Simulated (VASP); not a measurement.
Set up this calculation in VASP 6.6.1, as the native input.

```
Task                   : single point
Functional             : PBEsol
Potentials or basis    : VASP PAW PBE potentials, release 64 (Be)
Cutoff                 : 520 eV
k mesh                 : 24 × 24 × 24
Occupations            : gaussian, width 0.1 eV
Spin                   : no spin polarisation
Dipole correction      : no
Further INCAR settings : ALGO = Normal; EDIFF = 1e-06; NBANDS = 7
```

The structure of Be lies in POSCAR:

```
Be
1.0
   -1.2649629443      1.2649629443      1.2649629443
    1.2649629443     -1.2649629443      1.2649629443
    1.2649629443      1.2649629443     -1.2649629443
Be
1
Direct
    0.0000000000      0.0000000000      0.0000000000
```

This isn't the form of Be at room conditions, which is hcp.

This cell differs from its parent crystal: strained.

The input as run:

INCAR

```
ALGO = Normal
EDIFF = 1E-6
ENCUT = 520
GGA = PS
ISIF = 2
ISMEAR = 0
LASPH = T
LCHARG = F
LREAL = F
LWAVE = F
NBANDS = 7
NELM = 80
PREC = Accurate
SIGMA = 0.1
```

KPOINTS

```
k-points
0
Gamma
  24 24 24
```

Potentials or basis: VASP PAW PBE potentials, release 64 (Be).

Run with:

```sh
$ cat potpaw_PBE.64/Be/POTCAR > POTCAR
$ mpirun -np 1 vasp_std > vasp.out
```

It gave:

| Item | Value |
| --- | --- |
| Pressure | -4.8 GPa |
| Band gap on the k mesh | zero (bands 1 and 2 overlap by 5.20 eV) |

Caveat: the cell differs from its parent crystal (strained); the cell stands under tension; the PAW data sets were made with another functional, which shifts forces and pressure a little.

Run time: 12 s on 1 thread of Intel Xeon 8259CL, with other jobs on the host, peak memory 0.13 GiB.
